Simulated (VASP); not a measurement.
Input of a VASP 6.6.1 run:

The input INCAR:

```
SYSTEM = Ni3Ge
PREC = Accurate
ENCUT = 520
EDIFF = 1E-6
ISMEAR = 0
SIGMA = 0.1
LREAL = .FALSE.
LASPH = .TRUE.
NELM = 80
ALGO = Normal
ISIF = 2
LWAVE = .FALSE.
LCHARG = .FALSE.
GGA = PS
NBANDS = 30
```

KPOINTS

```
regular mesh
0
G
  12 12 12
  0 0 0
```

Contents of POSCAR:

```
Ni3Ge
1.0
    3.5249142746      0.0000000000      0.0000000000
    0.0000000000      3.5249142746      0.0000000000
    0.0000000000      0.0000000000      3.5249142746
Ni Ge
3 1
Direct
    0.5000000000      0.0000000000      0.5000000000
    0.0000000000      0.5000000000      0.5000000000
    0.5000000000      0.5000000000      0.0000000000
    0.0000000000      0.0000000000      0.0000000000
```

Potentials or basis: VASP PAW PBE potentials, release 64 (Ni, Ge_d).

Command:

```console
$ cat potpaw_PBE.64/Ni/POTCAR potpaw_PBE.64/Ge_d/POTCAR > POTCAR
$ mpirun -np 1 vasp_std > vasp.out
```

Estimate the band gap on the k mesh.

zero (band 22 reaches 10.29 eV, above the bottom of band 23 at 10.06 eV).

What does it give for the pressure?

0.4 GPa.

Caveat: the PAW data sets were made with another functional, which shifts forces and pressure a little. Spin polarisation is off, so any magnetic state and its effect on volume and gap are missing.
